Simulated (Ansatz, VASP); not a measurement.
# GaN: VASP beside Ansatz

```
Ga N
1.0
     5.57148    0.00000    0.00000
     0.00000    5.57148    0.00000
     0.00000    0.00000    5.57148
Ga N
6 6
Direct
  0.50000 0.00000 0.75000
  0.75000 0.50000 0.00000
  0.00000 0.75000 0.50000
  0.50000 0.00000 0.25000
  0.25000 0.50000 0.00000
  0.00000 0.25000 0.50000
  0.00000 0.50000 0.75000
  0.75000 0.00000 0.50000
  0.50000 0.75000 0.00000
  0.00000 0.50000 0.25000
  0.25000 0.00000 0.50000
  0.50000 0.25000 0.00000
```

Alike in both runs: functional PBE; k mesh 6 × 6 × 6; occupations gaussian, width 0.02 eV; no spin polarisation.

Ansatz relaxed the structure, and its values are those at the end. VASP's run is a single point on that final structure, the one shown.

|  | VASP | Ansatz |
| --- | --- | --- |
| version | VASP 6.6.1 | Ansatz 0.2.0 |
| potentials or method | VASP PAW PBE potentials, release 64 (Ga_d, N), cutoff 520 eV | scalar-relativistic, plane waves, PAW |
| valence electrons in the cell | 108 | 108 |

|  | VASP | Ansatz | Ansatz less VASP |
| --- | --- | --- | --- |
| gap on the k mesh at the Fermi level (eV) | 1.50 | 1.50 | -0.003 |
| least direct gap on the mesh (eV) | 1.50 | 1.50 | -0.003 |
| pressure (GPa) | 0.1 | 0.0 | -0.14 |
